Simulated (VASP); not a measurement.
Si (a cell with a defect), 15 atoms in the cell. The cell holds a defect, 15 atoms: a = 7.736 Å, b = 7.736 Å, c = 7.736 Å, α = 60.00°, β = 60.00°, γ = 60.00°. 

- Program: VASP 6.6.1
- Task: single point
- Functional: PBE
- Potentials or basis: VASP PAW PBE potentials, release 64 (Si)
- Cutoff: 520 eV
- k mesh: 2 × 2 × 2
- Occupations: gaussian, width 0.02 eV
- Spin: no spin polarisation
- Dipole correction: no
- Charge: 2
- Further INCAR settings: LREAL = Auto; ALGO = Normal; EDIFF = 1e-06; NBANDS = 43; NELECT = 58.0

Potentials or basis: VASP PAW PBE potentials, release 64 (Si).

Launch:

```sh
$ cat potpaw_PBE.64/Si/POTCAR > POTCAR
$ mpirun -np 1 vasp_std > vasp.out
```

Hardware: 1 thread of Intel(R) Xeon(R) Platinum 8559C (Emerald Rapids), with other jobs on the host.

Estimate the wall time of this run.

Wall time 56 s on 1 thread of Intel(R) Xeon(R) Platinum 8559C (Emerald Rapids) (shared host), peak memory 0.44 GiB. Counts: scf iterations 16, k points 4.
